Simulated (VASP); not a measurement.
A run of VASP 6.6.1:

Contents of INCAR:

```
SYSTEM = Pt
  ALGO = Normal
  EDIFF = 1E-6
  ENCUT = 520
  ISIF = 2
  ISMEAR = -1
  LASPH = .TRUE.
  LCHARG = .TRUE.
  LELF = .TRUE.
  LREAL = .FALSE.
  LVHAR = .TRUE.
  LWAVE = .FALSE.
  NBANDS = 11
  NELM = 100
  PREC = Accurate
  SIGMA = 0.05
```

KPOINTS

```
k-points
0
G
  12 12 12
  0 0 0
```

POSCAR

```
Pt
1.0
    0.0000000000      1.9738864712      1.9738864712
    1.9738864712      0.0000000000      1.9738864712
    1.9738864712      1.9738864712      0.0000000000
Pt
1
Direct
    0.0000000000      0.0000000000      0.0000000000
```

Potentials or basis: VASP PAW LDA potentials, release 64 (Pt).

Run with:

```sh
$ cat potpaw_LDA.64/Pt/POTCAR > POTCAR
$ mpirun -np 1 vasp_std > vasp.out
```

Hardware: 1 thread of Intel(R) Xeon(R) Platinum 8259CL CPU @ 2.50GHz (Skylake/Cascade Lake) (shared host).

**Question.** Estimate the wall time of this run.

**Answer.** Run time: 8.2 s on 1 thread of Intel(R) Xeon(R) Platinum 8259CL CPU @ 2.50GHz (Skylake/Cascade Lake), with other jobs on the host, peak memory 0.14 GiB. Counts: scf iterations 11, k points 72.
